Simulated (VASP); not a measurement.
Input of a VASP 6.6.1 run:

The input INCAR:

```
SYSTEM = TiO2
ALGO = Normal ; EDIFF = 1E-6
ENCUT = 520 ; GGA = PE
ISIF = 2 ; ISMEAR = 0
ISYM = 0 ; LASPH = .True.
LCHARG = .True. ; LELF = .True.
LREAL = .False. ; LVHAR = .True.
LWAVE = .False. ; NBANDS = 33
NELM = 100 ; PREC = Accurate
SIGMA = 0.05
```

Contents of KPOINTS:

```
k-points
0
Gamma
  6 6 10
  0 0 0
```

Contents of POSCAR:

```
TiO2
1.0
    4.5351000000      0.0000000000      0.0000000000
    0.0000000000      4.5351000000      0.0000000000
    0.0000000000      0.0000000000      2.7268000000
Ti O
2 4
Direct
    0.0000000000      0.0000000000      0.0000000000
    0.5000000000      0.5000000000      0.5000000000
    0.3050970583      0.3050970583      0.0000000000
    0.1949029417      0.8050970583      0.5000000000
    0.6949029417      0.6949029417      0.0000000000
    0.8050970583      0.1949029417      0.5000000000
```

Potentials or basis: VASP PAW PBE potentials, release 64 (Ti_sv, O).

The run is started by

```console
$ cat potpaw_PBE.64/Ti_sv/POTCAR potpaw_PBE.64/O/POTCAR > POTCAR
$ mpirun -np 1 vasp_std > vasp.out
```

(1) Estimate the pressure.

(2) Predict the largest force.

(3) Predict the band gap on the k mesh.

Results:

(1) 44.6 GPa.

(2) 1.267 eV/Å.

(3) 2.28 eV.

Caveat: the stress differs along the axes, from 33 to 68 GPa; forces of over 1 eV/Å act on the atoms, so gaps and moduli don't describe the material at rest.
